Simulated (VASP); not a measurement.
# SnO (P4/nmm) in VASP: a series of runs

SnO is run at these levels: PBEsol; tasks: single point.

Everything below comes from runs of VASP 6.6.1. Logs are shortened: lines on timing, memory, paths and dates and some standing lists are left out, and cuts for length are marked.

## 1. The cell of the first run

It takes space group P4/nmm (No. 129, tetragonal). Conventional cell: a = 3.805 Å, b = 3.805 Å, c = 5.320 Å, α = 90.00°, β = 90.00°, γ = 90.00°. Sn (site symmetry 4mm) has 4 O at 2.30 Å within 3.0 Å. Within 3.0 Å of O (site symmetry -4m2) lie 4 Sn at 2.30 Å and 4 O at 2.69 Å.

## 2. Single point, PBEsol

INCAR reads:

```
  PREC = Accurate
  ENCUT = 520
  EDIFF = 1E-6
  ISMEAR = 0
  SIGMA = 0.15
  LREAL = F
  LASPH = T
  NELM = 80
  ALGO = Normal
  ISIF = 2
  LWAVE = F
  LCHARG = F
  GGA = PS
  NBANDS = 28
```

KPOINTS reads:

```
Automatic mesh
0
Gamma
  10 10 8
```

POSCAR reads:

```
SnO
1.0
    3.8046173858      0.0000000000      0.0000000000
    0.0000000000      3.8046173858      0.0000000000
    0.0000000000      0.0000000000      5.3199000000
Sn O
2 2
Direct
    0.0000000000      0.5000000000      0.2425296443
    0.5000000000      0.0000000000      0.7574703557
    0.0000000000      0.0000000000      0.0000000000
    0.5000000000      0.5000000000      0.0000000000
```

Potentials or basis: VASP PAW PBE potentials, release 64 (Sn_d, O).

Started as:

```sh
> cat potpaw_PBE.64/Sn_d/POTCAR potpaw_PBE.64/O/POTCAR > POTCAR
> mpirun -np 1 vasp_std > vasp.out
```

OUTCAR:

```text
PREC = Accurate
   ENCUT = 520
   EDIFF = 1E-6
   ISMEAR = 0
   LREAL = F
   LASPH = T
   NELM = 80
   ISIF = 2
   GGA = PS

 ion  position               nearest neighbor table
   1  0.000  0.500  0.243-   3 2.30   4 2.30   3 2.30   4 2.30   2 3.73   2 3.73   2 3.73   2 3.73

   2  0.500  0.000  0.757-   3 2.30   4 2.30   4 2.30   3 2.30   1 3.73   1 3.73   1 3.73   1 3.73

   3  0.000  0.000  0.000-   1 2.30   2 2.30   1 2.30   2 2.30
   4  0.500  0.500  0.000-   1 2.30   2 2.30   2 2.30   1 2.30

  LATTYP: Found a simple tetragonal cell.
 ALAT       =     3.8046173858
 C/A-ratio  =     1.3982746386

  Lattice vectors:

 A1 = (   3.8046173858,   0.0000000000,   0.0000000000)
 A2 = (   0.0000000000,   3.8046173858,   0.0000000000)
 A3 = (   0.0000000000,   0.0000000000,   5.3199000000)

Analysis of symmetry for initial positions (statically):
=====================================================================
 Subroutine PRICEL returns:
 Original cell was already a primitive cell.

 Routine SETGRP: Setting up the symmetry group for a
 simple tetragonal supercell.

 Subroutine GETGRP returns: Found 16 space group operations
 (whereof  8 operations were pure point group operations)
 out of a pool of 16 trial point group operations.

The static configuration has the point symmetry D_2d.
 The point group associated with its full space group is D_4h.

Analysis of symmetry for dynamics (positions and initial velocities):
=====================================================================
 Subroutine PRICEL returns:
 Original cell was already a primitive cell.

 Routine SETGRP: Setting up the symmetry group for a
 simple tetragonal supercell.

 Subroutine GETGRP returns: Found 16 space group operations
 (whereof  8 operations were pure point group operations)
 out of a pool of 16 trial point group operations.

The dynamic configuration has the point symmetry D_2d.
 The point group associated with its full space group is D_4h.

 Subroutine INISYM returns: Found 16 space group operations
 (whereof  8 operations are pure point group operations),
 and found     1 'primitive' translations

----------------------------------------------------------------------------------------

                                     Primitive cell

  volume of cell :      77.0062

  direct lattice vectors                    reciprocal lattice vectors
     3.804617386  0.000000000  0.000000000     0.262838519  0.000000000  0.000000000
     0.000000000  3.804617386  0.000000000     0.000000000  0.262838519  0.000000000
     0.000000000  0.000000000  5.319900000     0.000000000  0.000000000  0.187973458

  length of vectors
     3.804617386  3.804617386  5.319900000     0.262838519  0.262838519  0.187973458

  position of ions in fractional coordinates (direct lattice)
     0.000000000  0.500000000  0.242529644
     0.500000000  0.000000000  0.757470356
     0.000000000  0.000000000  0.000000000
     0.500000000  0.500000000  0.000000000

  ion indices of the primitive-cell ions
   primitive index   ion index
                 1           1
                 2           2
                 3           3
                 4           4

----------------------------------------------------------------------------------------

 KPOINTS: Automatic mesh

Automatic generation of k-mesh.
 Grid dimensions read from file:
 generate k-points for:   10   10    8

 Generating k-lattice:

  Cartesian coordinates                     Fractional coordinates (reciprocal lattice)
     0.026283852  0.000000000  0.000000000     0.100000000  0.000000000  0.000000000
     0.000000000  0.026283852  0.000000000     0.000000000  0.100000000  0.000000000
     0.000000000  0.000000000  0.023496682     0.000000000  0.000000000  0.125000000

  Length of vectors
     0.026283852  0.026283852  0.023496682

  Shift w.r.t. Gamma in fractional coordinates (k-lattice)
     0.000000000  0.000000000  0.000000000

 Subroutine IBZKPT returns following result:
 ===========================================

 Found    105 irreducible k-points:

 Following reciprocal coordinates:
            Coordinates               Weight
  0.000000  0.000000  0.000000      1.000000
  0.100000  0.000000  0.000000      4.000000
  0.200000  0.000000  0.000000      4.000000
  0.300000  0.000000  0.000000      4.000000
  0.400000  0.000000  0.000000      4.000000
  0.500000  0.000000  0.000000      2.000000
[... 16 lines left out ...]
  0.100000  0.000000  0.125000      8.000000
  0.200000  0.000000  0.125000      8.000000
 [... further k-points ...]
   k-points           NKPTS =    105   k-points in BZ     NKDIM =    105   number of bands    NBANDS=     28
   number of dos      NEDOS =    301   number of ions     NIONS =      4
   total plane-waves  NPLWV =  31360
   dimension x,y,z NGX =    28 NGY =   28 NGZ =   40
   dimension x,y,z NGXF=    56 NGYF=   56 NGZF=   80
   ions per type =               2   2
   NGX,Y,Z   is equivalent  to a cutoff of  12.23, 12.23, 12.50 a.u.
   NGXF,Y,Z  is equivalent  to a cutoff of  24.47, 24.47, 25.00 a.u.
 SYSTEM =  unknown system
   PREC   = accura    normal or accurate (medium, high low for compatibility)
   ISTART =      0    job   : 0-new  1-cont  2-samecut
   ICHARG =      2    charge: 1-file 2-atom 10-const
   ISPIN  =      1    spin polarized calculation?
   LNONCOLLINEAR =      F non collinear calculations
   LSORBIT =      F    spin-orbit coupling
   LASPH  =      T    aspherical Exc in radial PAW
   ENCUT  =  520.0 eV  38.22 Ry    6.18 a.u.   7.07  7.07  9.89*2*pi/ulx,y,z
   NELM   =     80;   NELMIN=  2; NELMDL= -5     # of ELM steps
   EDIFF  = 0.1E-05   stopping-criterion for ELM
   LREAL  =      F    real-space projection
   EDIFFG = 0.1E-04   stopping-criterion for IOM
   NSW    =      0    number of steps for IOM
   IBRION =     -1    ionic relax: 0-MD 1-quasi-New 2-CG
   NFREE  =      0    steps in history (QN), initial steepest desc. (CG)
   ISIF   =      2    stress and relaxation
   ISYM   =      2    0-nonsym 1-usesym 2-fastsym
   POTIM  = 0.5000    time-step for ionic-motion
   TEBEG  =    0.0;   TEEND  =   0.0 temperature during run
   PSTRESS=    0.0 pullay stress
   NELECT =      40.0000    total number of electrons
   NUPDOWN=      -1.0000    fix difference up-down
   EMIN   =  10.00;   EMAX   =-10.00  energy-range for DOS
   EFERMI =   0.00;   METHOD = LEGACY
   ISMEAR =     0;   SIGMA  =   0.15  broadening in eV -4-tet -1-fermi 0-gaus
   EFERMI_NEDOS =   21; number of points for ismear=-14 and -15
   IALGO  =     38    algorithm
   IMIX   =      4    mixing-type and parameters
     AMIX     =   0.40;   BMIX     =  1.00
     AMIX_MAG =   1.60;   BMIX_MAG =  1.00
  volume/ion in A,a.u.               =      19.25       129.92
  Fermi-wavevector in a.u.,A,eV,Ry     =   1.315991  2.486863 23.563019  1.731833
  Thomas-Fermi vector in A             =   2.446135
   LORBIT       =      0    0 simple, 1 ext, 2 COOP (PROOUT), +10 PAW based schemes
   GGA     = PS    functional components
   LHFCALC =     F    Hartree Fock is set to
   AEXX    =    0.0000 exact exchange contribution
   IVDW    =     0    specifies the selected vdW correction
   LEPSILON=     F    determine dielectric tensor
   LRPA    =     F    only Hartree local field effects (RPA)
 non-spin polarized calculation
 Gauss-broadening in eV      SIGMA  =   0.15
  energy-cutoff  :      520.00
  volume of cell :       77.01
 maximum number of plane-waves:      2096
   NGX = 15   NGY = 15   NGZ = 19

 number of electron      39.9999989 magnetization

 Free energy of the ion-electron system (eV)
  ---------------------------------------------------
  ext. energy  EPLUGINS =         0.00000000
  ---------------------------------------------------
  free energy    TOTEN  =       -23.89269889 eV

  energy without entropy =      -23.89163178  energy(sigma->0) =      -23.89216534

 E-fermi :   5.8858     XC(G=0): -10.0153

 val. band max:        5.8738050280   @ k =   0.0000   0.0000   0.0000
 cond. band min:       6.0144816530   @ k =   0.5000   0.5000   0.1250
 fundamental gap:      0.1406766250
 Fermi energy:         5.8858176604

 k-point     1 :       0.0000    0.0000    0.0000
  band No.  band energies     occupation
      1     -15.7633      2.00000
      2     -15.5421      2.00000
      3     -15.4922      2.00000
      4     -15.4862      2.00000
      5     -15.4862      2.00000
      6     -15.4648      2.00000
[... 20 lines left out ...]
     27      12.3242      0.00000
     28      12.8881      0.00000

 k-point     2 :       0.1000    0.0000    0.0000
  band No.  band energies     occupation
      1     -15.7584      2.00000
      2     -15.5389      2.00000
      3     -15.4930      2.00000
      4     -15.4875      2.00000
      5     -15.4851      2.00000
      6     -15.4657      2.00000
[... 20 lines left out ...]
     27      12.5342      0.00000
     28      13.7186      0.00000

 k-point     3 :       0.2000    0.0000    0.0000
  band No.  band energies     occupation
      1     -15.7450      2.00000
      2     -15.5362      2.00000
      3     -15.4950      2.00000
      4     -15.4903      2.00000
      5     -15.4840      2.00000
      6     -15.4704      2.00000
[... 20 lines left out ...]
     27      12.7476      0.00000
     28      15.3462      0.00000

 k-point     4 :       0.3000    0.0000    0.0000
  band No.  band energies     occupation
      1     -15.7254      2.00000
      2     -15.5647      2.00000
      3     -15.4970      2.00000
      4     -15.4944      2.00000
      5     -15.4922      2.00000
      6     -15.4867      2.00000
[... 20 lines left out ...]
     27      13.0626      0.00000
     28      16.5287      0.00000

 k-point     5 :       0.4000    0.0000    0.0000
  band No.  band energies     occupation
      1     -15.6995      2.00000
      2     -15.6180      2.00000
      3     -15.4977      2.00000
      4     -15.4935      2.00000
      5     -15.4923      2.00000
      6     -15.4918      2.00000
[... 20 lines left out ...]
     27      13.5699      0.00000
     28      15.3770      0.00000

 k-point     6 :       0.5000    0.0000    0.0000
  band No.  band energies     occupation
      1     -15.6645      2.00000
      2     -15.6645      2.00000
      3     -15.4959      2.00000
      4     -15.4959      2.00000
      5     -15.4921      2.00000
      6     -15.4921      2.00000
[... 463 lines left out ...]
      5     -15.4689      2.00000
      6     -15.4689      2.00000
[... 20 lines left out ...]
     27      14.1220      0.00000
     28      14.1220      0.00000

 k-point    22 :       0.0000    0.0000    0.1250
  band No.  band energies     occupation
      1     -15.7619      2.00000
      2     -15.5435      2.00000
      3     -15.4913      2.00000
      4     -15.4837      2.00000
      5     -15.4837      2.00000
      6     -15.4657      2.00000
[... 20 lines left out ...]
     27      12.2381      0.00000
     28      12.9790      0.00000

 k-point    23 :       0.1000    0.0000    0.1250
  band No.  band energies     occupation
      1     -15.7571      2.00000
      2     -15.5404      2.00000
      3     -15.4931      2.00000
      4     -15.4854      2.00000
      5     -15.4822      2.00000
      6     -15.4664      2.00000
[... 20 lines left out ...]
     27      12.5092      0.00000
     28      13.7522      0.00000

 k-point    24 :       0.2000    0.0000    0.1250
  band No.  band energies     occupation
      1     -15.7442      2.00000
      2     -15.5381      2.00000
      3     -15.4964      2.00000
      4     -15.4895      2.00000
      5     -15.4823      2.00000
      6     -15.4710      2.00000
[... 20 lines left out ...]
     27      12.8164      0.00000
     28      15.3108      0.00000

 [... further k-points ...]

------------------------ aborting loop because EDIFF is reached ----------------------------------------

  FORCE on cell =-STRESS in cart. coord.  units (eV):
  Direction    XX          YY          ZZ          XY          YZ          ZX
  --------------------------------------------------------------------------------------
  -------------------------------------------------------------------------------------
  Total       -2.4382179     -2.4382179     -6.0702289      0.0000000      0.0000000      0.0000000
  in kB      -50.7291587    -50.7291587   -126.2961763      0.0000000      0.0000000      0.0000000
  external PRESSURE =     -75.9181646 kB  Pullay stress =       0.0000000 kB

 VOLUME and BASIS-vectors are now :
 -----------------------------------------------------------------------------
  energy-cutoff  :      520.00
  volume of cell :       77.01
      direct lattice vectors                 reciprocal lattice vectors
     3.804617386  0.000000000  0.000000000     0.262838519  0.000000000  0.000000000
     0.000000000  3.804617386  0.000000000     0.000000000  0.262838519  0.000000000
     0.000000000  0.000000000  5.319900000     0.000000000  0.000000000  0.187973458

 POSITION                                       TOTAL-FORCE (eV/Angst)
 -----------------------------------------------------------------------------------
      0.00000      1.90231      1.29023         0.000000      0.000000     -2.047198
      1.90231      0.00000      4.02967        -0.000000      0.000000      2.047198
      0.00000      0.00000      0.00000        -0.000000      0.000000      0.000000
      1.90231      1.90231      0.00000         0.000000     -0.000000      0.000000
 -----------------------------------------------------------------------------------
    total drift:                                0.000000      0.000000      0.000000

  FREE ENERGIE OF THE ION-ELECTRON SYSTEM (eV)
  ---------------------------------------------------
  free  energy   TOTEN  =       -23.8926988921 eV

  energy  without entropy=      -23.8916317830  energy(sigma->0) =      -23.89216534
```

It took 2.5 min on 1 thread of Intel Xeon Platinum 8259CL at 2.50GHz (Skylake/Cascade Lake), shared host; peak memory 0.3 GiB.

What came out:

```
Free energy            : -23.8927 eV
Pressure               : -7.6 GPa
Largest force          : 2.047 eV/Å
Band gap on the k mesh : zero (band 20 reaches 5.87 eV, above the bottom of band 21 at 5.82 eV)
```

Forces in eV/Å, atoms in the order of the input:
```
Sn   0.000  0.000 -2.047
Sn   0.000  0.000  2.047
O    0.000  0.000  0.000
O    0.000  0.000  0.000
```

Caveat: the PAW data sets were made with another functional, which shifts forces and pressure a little; spin-orbit coupling is left out, which moves the levels of the heavy elements.

## 3. Single point, PBEsol

This run uses another cell than the first one, of 16.20 Å³/atom, 0.842 times its volume.

INCAR reads:

```
SYSTEM = SnO
PREC = Accurate
ENCUT = 520
EDIFF = 1E-7
ISMEAR = 0
SIGMA = 0.15
LREAL = .FALSE.
LASPH = .TRUE.
NELM = 60
ALGO = Normal
ISIF = 2
LWAVE = .FALSE.
LCHARG = .FALSE.
GGA = PS
NBANDS = 28
```

KPOINTS reads:

```
regular mesh
0
G
  10 10 8
  0 0 0
```

POSCAR reads:

```
SnO
1.0
    3.9378000000      0.0000000000      0.0000000000
    0.0000000000      3.9378000000      0.0000000000
    0.0000000000      0.0000000000      4.1799000000
Sn O
2 2
Direct
    0.0000000000      0.5000000000      0.2425296443
    0.5000000000      0.0000000000      0.7574703557
    0.0000000000      0.0000000000      0.0000000000
    0.5000000000      0.5000000000      0.0000000000
```

Potentials or basis: VASP PAW PBE potentials, release 64 (Sn_d, O).

Started as:

```sh
> cat potpaw_PBE.64/Sn_d/POTCAR potpaw_PBE.64/O/POTCAR > POTCAR
> mpirun -np 1 vasp_std > vasp.out
```

It took 2.4 min on 1 thread of Intel Xeon Platinum 8259CL at 2.50GHz (Skylake/Cascade Lake), shared host; peak memory 0.28 GiB.

The run converged. Its results:

- Free energy: -23.9591 eV
- Pressure: 3.5 GPa
- Largest force: 1.107 eV/Å
- Band gap on the k mesh: 0.44 eV, indirect (least direct gap 1.37 eV)

Forces on the atoms (eV/Å):
```
Sn   0.000  0.000  1.107
Sn   0.000  0.000 -1.107
O    0.000  0.000  0.000
O    0.000  0.000  0.000
```

Stress tensor (GPa, compression positive):
```
0.85 0.00 0.00
0.00 0.85 0.00
0.00 0.00 8.94
```

Levels at points of the mesh, in eV from the valence-band top:
```
           k point  band 17  band 18  band 19  band 20  band 21  band 22  band 23  band 24
(0.00, 0.00, 0.00)    -3.33    -3.33    -3.01    -0.44     2.49     4.96     4.96     5.92
(0.50, 0.00, 0.00)    -4.32    -4.32    -1.91    -1.91     4.13     4.13     6.18     6.18
(0.50, 0.50, 0.00)    -2.57    -2.57    -0.93    -0.93     0.44     0.44     5.96     5.96
(0.00, 0.00, 0.50)    -3.32    -3.26    -2.13    -0.79     1.06     2.90     2.90     2.96
(0.50, 0.00, 0.50)    -4.80    -4.80    -0.94    -0.94     3.32     3.32     5.36     5.36
(0.50, 0.50, 0.50)    -2.57    -2.57    -2.49    -2.49     3.38     3.38     5.33     5.33
```

Caveat: the PAW data sets were made with another functional, which shifts forces and pressure a little; spin-orbit coupling is left out, which moves the levels of the heavy elements.

## 4. Single point, PBEsol

This run uses another cell than the first one, of 17.19 Å³/atom, 0.893 times its volume.

INCAR reads:

```
SYSTEM = SnO
PREC = Accurate
ENCUT = 520
EDIFF = 1E-6
ISMEAR = 0
SIGMA = 0.15
LREAL = .False.
LASPH = .True.
NELM = 80
ALGO = Normal
ISIF = 2
LWAVE = .False.
LCHARG = .False.
GGA = PS
NBANDS = 28
```

KPOINTS reads:

```
Automatic mesh
0
Gamma
  10 10 8
  0 0 0
```

POSCAR reads:

```
SnO
1.0
    3.8046173858      0.0000000000      0.0000000000
    0.0000000000      3.8046173858      0.0000000000
    0.0000000000      0.0000000000      4.7499281069
Sn O
2 2
Direct
    0.0000000000      0.5000000000      0.2425296443
    0.5000000000      0.0000000000      0.7574703557
    0.0000000000      0.0000000000      0.0000000000
    0.5000000000      0.5000000000      0.0000000000
```

Started as:

```sh
> cat potpaw_PBE.64/Sn_d/POTCAR potpaw_PBE.64/O/POTCAR > POTCAR
> mpirun -np 1 vasp_std > vasp.out
```

It took 2 min on 1 thread of Intel Xeon Platinum 8259CL at 2.50GHz (Skylake/Cascade Lake), shared host; peak memory 0.28 GiB.

Results (log left out):

```yaml
Free_energy: -24.2152 eV
Pressure: 0.3 GPa
Largest_force: 0.098 eV/Å
Band_gap_on_the_k_mesh: zero (band 20 reaches 7.23 eV, above the bottom of band 21 at 7.13 eV)
```

Forces on the atoms (eV/Å):
```
Sn   0.000  0.000  0.098
Sn   0.000  0.000 -0.098
O    0.000  0.000  0.000
O    0.000  0.000  0.000
```

Levels at points of the mesh, in eV from the Fermi level:
| k point | band 18 | band 19 | band 20 | band 21 | band 22 | band 23 |
| --- | --- | --- | --- | --- | --- | --- |
| (0.00, 0.00, 0.00) | -3.28 | -3.28 | -0.09 | 2.04 | 4.43 | 4.48 |
| (0.50, 0.00, 0.00) | -4.98 | -2.86 | -2.86 | 3.17 | 3.17 | 5.76 |
| (0.50, 0.50, 0.00) | -2.61 | -1.97 | -1.97 | -0.17 | -0.17 | 4.33 |
| (0.00, 0.00, 0.50) | -3.29 | -3.08 | -2.29 | 1.50 | 2.70 | 2.70 |
| (0.50, 0.00, 0.50) | -4.94 | -1.82 | -1.82 | 2.56 | 2.56 | 5.22 |
| (0.50, 0.50, 0.50) | -2.87 | -2.61 | -2.61 | 2.20 | 2.20 | 4.07 |

Caveat: the PAW data sets were made with another functional, which shifts forces and pressure a little; spin-orbit coupling is left out, which moves the levels of the heavy elements.

## 5. Overview

```tsv
cell	gap on the mesh (eV)	pressure (GPa)	largest force (eV/Å)
a = 3.805, b = 3.805, c = 5.320 Å, 4 atoms	none	-7.6	2.05
a = 3.938, b = 3.938, c = 4.180 Å, 4 atoms	0.44	3.5	1.11
a = 3.805, b = 3.805, c = 4.750 Å, 4 atoms	none	0.3	0.10
```

Alike in all rows: task single point; level PBEsol; potentials or basis VASP PAW PBE potentials, release 64 (Sn_d, O); no spin polarisation; k mesh 10 × 10 × 8; cutoff (eV) 520; smearing gaussian 0.15 eV.

Caveats: the PAW data sets were made with another functional, which shifts forces and pressure a little; spin-orbit coupling is left out, which moves the levels of the heavy elements.

Absolute energies hang on the potentials; compare differences alone.
